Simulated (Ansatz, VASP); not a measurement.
## Two plane-wave programs on GaN

```xyz
2
Lattice="0.0807 2.3296 2.3296 2.3296 0.0807 2.3296 2.3296 2.3296 0.0807" Properties=species:S:1:pos:R:3 pbc="T T T"
Ga    0.0076    0.0076    0.0076
N     1.1774    1.1774    1.1774
```

Change from the starting cell: shear_111 strain +5.4%.

Alike in both runs: task single point; functional PBE; k mesh 10 × 10 × 10; occupations fermi-dirac, width 0.02 eV; no spin polarisation.

```csv
,VASP,Ansatz
version,VASP 6.6.1,Ansatz 0.2.0
potentials or method,"VASP PAW PBE potentials, release 64 (Ga_d, N)","plane waves, PAW"
plane-wave cutoff (eV),520,420
valence electrons in the cell,18,18
```

Ansatz gave:

| Property | Result |
| --- | --- |
| gap on the k mesh at the Fermi level (eV) | 1.25 |
| pressure (GPa) | -2.9 |
| traceless stress, the component that is largest in VASP (GPa) | -5.16 |
| rms of the force components (eV/Å) | 0.025 |

What did VASP give for the same quantities?

gap on the k mesh at the Fermi level (eV): 1.25; pressure (GPa): -2.7; traceless stress, the component that is largest in VASP (GPa): -5.17; rms of the force components (eV/Å): 0.023.

Atom by atom the forces differ by 0.002 eV/Å (rms over components).
